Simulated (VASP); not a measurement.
# Rh (Fm-3m) in VASP: notebook

Runs on Rh. Level: PBE. Tasks: single point.

Everything below comes from runs of VASP 6.6.1. Logs are shortened: lines on timing, memory, paths and dates and some standing lists are left out, and cuts for length are marked.

## 1. The cell of the first run

It takes space group Fm-3m (No. 225, cubic). Conventional cell: a = 3.830 Å, b = 3.830 Å, c = 3.830 Å, α = 90.00°, β = 90.00°, γ = 90.00°. Within 3.6 Å of Rh (site symmetry m-3m) lie 12 Rh at 2.71 Å.

## 2. Single point, PBE

INCAR

```
SYSTEM = Rh
ALGO = Normal
EDIFF = 1E-6
ENCUT = 520
GGA = PE
ISIF = 2
ISMEAR = -1
LASPH = .True.
LCHARG = .True.
LELF = .True.
LREAL = .False.
LVHAR = .True.
LWAVE = .False.
NBANDS = 14
NELM = 100
PREC = Accurate
SIGMA = 0.05
```

KPOINTS

```
k-points
0
Gamma
  14 14 14
  0 0 0
```

POSCAR

```
Rh
1.0
    0.0000000000      1.9150000000      1.9150000000
    1.9150000000      0.0000000000      1.9150000000
    1.9150000000      1.9150000000      0.0000000000
Rh
1
Direct
    0.0000000000      0.0000000000      0.0000000000
```

Potentials or basis: VASP PAW PBE potentials, release 64 (Rh_pv).

On the command line:

```sh
cat potpaw_PBE.64/Rh_pv/POTCAR > POTCAR
mpirun -np 1 vasp_std > vasp.out
```

OUTCAR:

```text
SYSTEM = Rh
   EDIFF = 1E-6
   ENCUT = 520
   GGA = PE
   ISIF = 2
   ISMEAR = -1
   LASPH = .True.
   LREAL = .False.
   NELM = 100
   PREC = Accurate

 ion  position               nearest neighbor table
   1  0.000  0.000  0.000-

  LATTYP: Found a face centered cubic cell.
 ALAT       =     3.8300000000

  Lattice vectors:

 A1 = (   0.0000000000,   1.9150000000,   1.9150000000)
 A2 = (   1.9150000000,   0.0000000000,   1.9150000000)
 A3 = (   1.9150000000,   1.9150000000,   0.0000000000)

Analysis of symmetry for initial positions (statically):
=====================================================================
 Subroutine PRICEL returns:
 Original cell was already a primitive cell.

 Routine SETGRP: Setting up the symmetry group for a
 face centered cubic supercell.

 Subroutine GETGRP returns: Found 48 space group operations
 (whereof 48 operations were pure point group operations)
 out of a pool of 48 trial point group operations.

The static configuration has the point symmetry O_h .

Analysis of symmetry for dynamics (positions and initial velocities):
=====================================================================
 Subroutine PRICEL returns:
 Original cell was already a primitive cell.

 Routine SETGRP: Setting up the symmetry group for a
 face centered cubic supercell.

 Subroutine GETGRP returns: Found 48 space group operations
 (whereof 48 operations were pure point group operations)
 out of a pool of 48 trial point group operations.

The dynamic configuration has the point symmetry O_h .

 Subroutine INISYM returns: Found 48 space group operations
 (whereof 48 operations are pure point group operations),
 and found     1 'primitive' translations

----------------------------------------------------------------------------------------

                                     Primitive cell

  volume of cell :      14.0455

  direct lattice vectors                    reciprocal lattice vectors
     0.000000000  1.915000000  1.915000000    -0.261096606  0.261096606  0.261096606
     1.915000000  0.000000000  1.915000000     0.261096606 -0.261096606  0.261096606
     1.915000000  1.915000000  0.000000000     0.261096606  0.261096606 -0.261096606

  length of vectors
     2.708218972  2.708218972  2.708218972     0.452232587  0.452232587  0.452232587

  position of ions in fractional coordinates (direct lattice)
     0.000000000  0.000000000  0.000000000

  ion indices of the primitive-cell ions
   primitive index   ion index
                 1           1

----------------------------------------------------------------------------------------

 KPOINTS: k-points

Automatic generation of k-mesh.
 Grid dimensions read from file:
 generate k-points for:   14   14   14

 Generating k-lattice:

  Cartesian coordinates                     Fractional coordinates (reciprocal lattice)
    -0.018649758  0.018649758  0.018649758     0.071428571  0.000000000  0.000000000
     0.018649758 -0.018649758  0.018649758     0.000000000  0.071428571  0.000000000
     0.018649758  0.018649758 -0.018649758     0.000000000  0.000000000  0.071428571

  Length of vectors
     0.032302328  0.032302328  0.032302328

  Shift w.r.t. Gamma in fractional coordinates (k-lattice)
     0.000000000  0.000000000  0.000000000

 Subroutine IBZKPT returns following result:
 ===========================================

 Found    104 irreducible k-points:

 Following reciprocal coordinates:
            Coordinates               Weight
  0.000000  0.000000  0.000000      1.000000
  0.071429  0.000000  0.000000      8.000000
  0.142857  0.000000  0.000000      8.000000
  0.214286  0.000000  0.000000      8.000000
  0.285714  0.000000  0.000000      8.000000
  0.357143  0.000000  0.000000      8.000000
[... 16 lines left out ...]
  0.214286  0.142857  0.000000     24.000000
  0.285714  0.142857  0.000000     24.000000
 [... further k-points ...]
   k-points           NKPTS =    104   k-points in BZ     NKDIM =    104   number of bands    NBANDS=     14
   number of dos      NEDOS =    301   number of ions     NIONS =      1
   total plane-waves  NPLWV =   8000
   dimension x,y,z NGX =    20 NGY =   20 NGZ =   20
   dimension x,y,z NGXF=    40 NGYF=   40 NGZF=   40
   ions per type =               1
   NGX,Y,Z   is equivalent  to a cutoff of  12.28, 12.28, 12.28 a.u.
   NGXF,Y,Z  is equivalent  to a cutoff of  24.55, 24.55, 24.55 a.u.
 SYSTEM =  Rh
   PREC   = accura    normal or accurate (medium, high low for compatibility)
   ISTART =      0    job   : 0-new  1-cont  2-samecut
   ICHARG =      2    charge: 1-file 2-atom 10-const
   ISPIN  =      1    spin polarized calculation?
   LNONCOLLINEAR =      F non collinear calculations
   LSORBIT =      F    spin-orbit coupling
   LASPH  =      T    aspherical Exc in radial PAW
   ENCUT  =  520.0 eV  38.22 Ry    6.18 a.u.   5.04  5.04  5.04*2*pi/ulx,y,z
   NELM   =    100;   NELMIN=  2; NELMDL= -5     # of ELM steps
   EDIFF  = 0.1E-05   stopping-criterion for ELM
   LREAL  =      F    real-space projection
   EDIFFG = 0.1E-04   stopping-criterion for IOM
   NSW    =      0    number of steps for IOM
   IBRION =     -1    ionic relax: 0-MD 1-quasi-New 2-CG
   NFREE  =      0    steps in history (QN), initial steepest desc. (CG)
   ISIF   =      2    stress and relaxation
   ISYM   =      2    0-nonsym 1-usesym 2-fastsym
   POTIM  = 0.5000    time-step for ionic-motion
   TEBEG  =    0.0;   TEEND  =   0.0 temperature during run
   PSTRESS=    0.0 pullay stress
   NELECT =      15.0000    total number of electrons
   NUPDOWN=      -1.0000    fix difference up-down
   EMIN   =  10.00;   EMAX   =-10.00  energy-range for DOS
   EFERMI =   0.00;   METHOD = LEGACY
   ISMEAR =    -1;   SIGMA  =   0.05  broadening in eV -4-tet -1-fermi 0-gaus
   EFERMI_NEDOS =   21; number of points for ismear=-14 and -15
   IALGO  =     38    algorithm
   IMIX   =      4    mixing-type and parameters
     AMIX     =   0.40;   BMIX     =  1.00
     AMIX_MAG =   1.60;   BMIX_MAG =  1.00
  volume/ion in A,a.u.               =      14.05        94.78
  Fermi-wavevector in a.u.,A,eV,Ry     =   1.673374  3.162219 38.098791  2.800182
  Thomas-Fermi vector in A             =   2.758357
   LORBIT       =      0    0 simple, 1 ext, 2 COOP (PROOUT), +10 PAW based schemes
   GGA     = PE    functional components
   LHFCALC =     F    Hartree Fock is set to
   AEXX    =    0.0000 exact exchange contribution
   IVDW    =     0    specifies the selected vdW correction
   LEPSILON=     F    determine dielectric tensor
   LRPA    =     F    only Hartree local field effects (RPA)
 non-spin polarized calculation
  energy-cutoff  :      520.00
  volume of cell :       14.05
 maximum number of plane-waves:       388
   NGX =  9   NGY =  9   NGZ =  9

 number of electron      15.0000003 magnetization

 Free energy of the ion-electron system (eV)
  ---------------------------------------------------
  ext. energy  EPLUGINS =         0.00000000
  ---------------------------------------------------
  free energy    TOTEN  =        -7.26400551 eV

  energy without entropy =       -7.25347574  energy(sigma->0) =       -7.25874062

 E-fermi :  11.5020     XC(G=0): -13.8924

 val. band max:       11.4850271895   @ k =  -0.2857   0.3571   0.0714
 cond. band min:      11.5166880833   @ k =   0.3571   0.0714   0.0000
 fundamental gap:      0.0316608937
 Fermi energy:        11.5020202219

 k-point     1 :       0.0000    0.0000    0.0000
  band No.  band energies     occupation
      1     -34.8145      2.00000
      2     -34.8145      2.00000
      3     -34.8145      2.00000
      4       3.7142      2.00000
      5       8.5465      2.00000
      6       8.5465      2.00000
      7       8.5465      2.00000
      8      10.5631      2.00000
      9      10.5631      2.00000
     10      27.5254      0.00000
     11      32.1354      0.00000
     12      32.8641      0.00000
     13      32.8641      0.00000
     14      32.8641      0.00000

 k-point     2 :       0.0714    0.0000    0.0000
  band No.  band energies     occupation
      1     -34.8493      2.00000
      2     -34.8192      2.00000
      3     -34.8192      2.00000
      4       3.9148      2.00000
      5       8.4603      2.00000
      6       8.6233      2.00000
      7       8.6233      2.00000
      8      10.5214      2.00000
      9      10.5214      2.00000
     10      27.8073      0.00000
     11      31.7837      0.00000
     12      32.1374      0.00000
     13      33.1522      0.00000
     14      33.1522      0.00000

 k-point     3 :       0.1429    0.0000    0.0000
  band No.  band energies     occupation
      1     -34.9460      2.00000
      2     -34.8324      2.00000
      3     -34.8324      2.00000
      4       4.4715      2.00000
      5       8.2752      2.00000
      6       8.8014      2.00000
      7       8.8014      2.00000
      8      10.4594      2.00000
      9      10.4594      2.00000
     10      28.4727      0.00000
     11      29.8001      0.00000
     12      32.1356      0.00000
     13      33.9671      0.00000
     14      33.9671      0.00000
[... 324 lines left out ...]
 k-point    23 :       0.2143    0.1429    0.0000
  band No.  band energies     occupation
      1     -35.0317      2.00000
      2     -34.8857      2.00000
      3     -34.8801      2.00000
      4       5.3073      2.00000
      5       7.6476      2.00000
      6       9.1910      2.00000
      7       9.3300      2.00000
      8       9.9286      2.00000
      9      10.9663      1.99996
     10      29.3589      0.00000
     11      29.7840      0.00000
     12      32.1345      0.00000
     13      32.2595      0.00000
     14      32.8481      0.00000

 k-point    24 :       0.2857    0.1429    0.0000
  band No.  band energies     occupation
      1     -35.1553      2.00000
      2     -34.9093      2.00000
      3     -34.9019      2.00000
      4       5.9426      2.00000
      5       7.5672      2.00000
      6       8.8846      2.00000
      7       9.4252      2.00000
      8      10.6410      2.00000
      9      11.2652      1.98262
     10      27.3122      0.00000
     11      29.8052      0.00000
     12      31.9170      0.00000
     13      32.1329      0.00000
     14      33.2445      0.00000

 [... further k-points ...]
[... 5 lines left out ...]
  --------------------------------------------------------------------------------------
  -------------------------------------------------------------------------------------
  Total        0.0107213      0.0107213      0.0107213      0.0000000      0.0000000      0.0000000
  in kB        1.2229830      1.2229830      1.2229830      0.0000000      0.0000000      0.0000000
  external PRESSURE =       1.2229830 kB  Pullay stress =       0.0000000 kB

 VOLUME and BASIS-vectors are now :
 -----------------------------------------------------------------------------
  energy-cutoff  :      520.00
  volume of cell :       14.05
      direct lattice vectors                 reciprocal lattice vectors
     0.000000000  1.915000000  1.915000000    -0.261096606  0.261096606  0.261096606
     1.915000000  0.000000000  1.915000000     0.261096606 -0.261096606  0.261096606
     1.915000000  1.915000000  0.000000000     0.261096606  0.261096606 -0.261096606

 POSITION                                       TOTAL-FORCE (eV/Angst)
 -----------------------------------------------------------------------------------
      0.00000      0.00000      0.00000         0.000000      0.000000      0.000000
 -----------------------------------------------------------------------------------
    total drift:                                0.000000     -0.000000      0.000000

  FREE ENERGIE OF THE ION-ELECTRON SYSTEM (eV)
  ---------------------------------------------------
  free  energy   TOTEN  =        -7.2640055071 eV

  energy  without entropy=       -7.2534757366  energy(sigma->0) =       -7.25874062
```

Wall time 22 s (1 thread of Intel Xeon 8259CL, shared host); peak memory 0.14 GiB.

Results:

- Free energy: -7.2640 eV
- Pressure: 0.1 GPa

## 3. Single point, PBE

INCAR

```
  PREC = Accurate
  ENCUT = 500
  EDIFF = 1E-6
  ISMEAR = -1
  SIGMA = 0.05
  LREAL = False
  LASPH = True
  NELM = 120
  ALGO = Normal
  ISIF = 2
  LWAVE = False
  LCHARG = False
  GGA = PE
  NBANDS = 14
  GGA_COMPAT = False
```

KPOINTS

```
regular mesh
0
Gamma
  7 7 7
```

POSCAR is that of step 2.

Potentials or basis: VASP PAW PBE potentials, release 64 (Rh_pv).

On the command line:

```sh
cat potpaw_PBE.64/Rh_pv/POTCAR > POTCAR
mpirun -np 1 vasp_std > vasp.out
```

Wall time 5.4 s (1 thread of Intel Xeon 6975P-C, shared host); peak memory 0.12 GiB.

Results (log left out):

* Free energy: -7.3212 eV
* Pressure: -1.1 GPa

Levels at points of the mesh, in eV from the Fermi level:
```csv
k point,band 3,band 4,band 5,band 6,band 7,band 8,band 9,band 10,band 11,band 12
"(0.00, 0.00, 0.00)",-46.40,-7.84,-3.03,-3.03,-3.03,-1.01,-1.01,15.96,20.52,21.31
```

Caveat: the k points lie up to 0.41 Å⁻¹ apart.

[end of part 1 of 2]
